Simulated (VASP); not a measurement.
Set up this calculation in VASP 6.6.1, as the native input.

```
Task                   : relaxation of cell and atoms
Functional             : PBE
Dispersion             : D3(BJ)
Potentials or basis    : VASP PAW PBE potentials, release 64 (Sb)
Cutoff                 : 600 eV
k mesh                 : 12 × 12 × 12
Occupations            : gaussian, width 0.1 eV
Spin                   : no spin polarisation
Dipole correction      : no
Further INCAR settings : ALGO = Normal; EDIFF = 1e-07; IBRION = 2; EDIFFG = -0.005; NSW = 100; ISIF = 3
```

The structure of Sb lies in POSCAR:

```
Sb
1.0
    2.1542000000      1.2437279499      3.7580000000
   -2.1542000000      1.2437279499      3.7580000000
    0.0000000000     -2.4874558998      3.7580000000
Sb
2
Direct
    0.2334900000      0.2334900000      0.2334900000
    0.7665100000      0.7665100000      0.7665100000
```

One way to write it, as run:

INCAR

```
PREC = Accurate
ENCUT = 600
EDIFF = 1E-7
ISMEAR = 0
SIGMA = 0.1
LREAL = False
LASPH = True
NELM = 60
ALGO = Normal
ISIF = 3
LWAVE = False
LCHARG = False
GGA = PE
IVDW = 12
IBRION = 2
NSW = 100
EDIFFG = -0.005
```

KPOINTS

```
Automatic mesh
0
Gamma
  12 12 12
```

Potentials or basis: VASP PAW PBE potentials, release 64 (Sb).

The run is started by

```sh
$ cat potpaw_PBE.64/Sb/POTCAR > POTCAR
$ mpirun -np 1 vasp_std > vasp.out
```

It gave:

| Quantity | Value |
| --- | --- |
| Relaxed volume | 29.71 Å³/atom |
| Relaxed cell | a = 4.439 Å, b = 4.439 Å, c = 4.439 Å, α = 58.30°, β = 58.30°, γ = 58.30° |
| Space group after relaxing (to 0.1 Å) | R-3m (No. 166) |
| Energy gained by relaxing | 4.8 meV/atom |
| Ionic steps | 10 |
| Pressure after relaxing | 0.0 GPa |
| Band gap on the k mesh | zero (bands 5 and 6 overlap by 0.24 eV) |
| Dispersion energy per atom | -0.481 eV |

Caveat: spin-orbit coupling is left out, which moves the levels of the heavy elements.

Run time: 3.1 min on 1 thread of Intel(R) Xeon(R) 6975P-C (Granite Rapids) (shared host), peak memory 0.3 GiB.
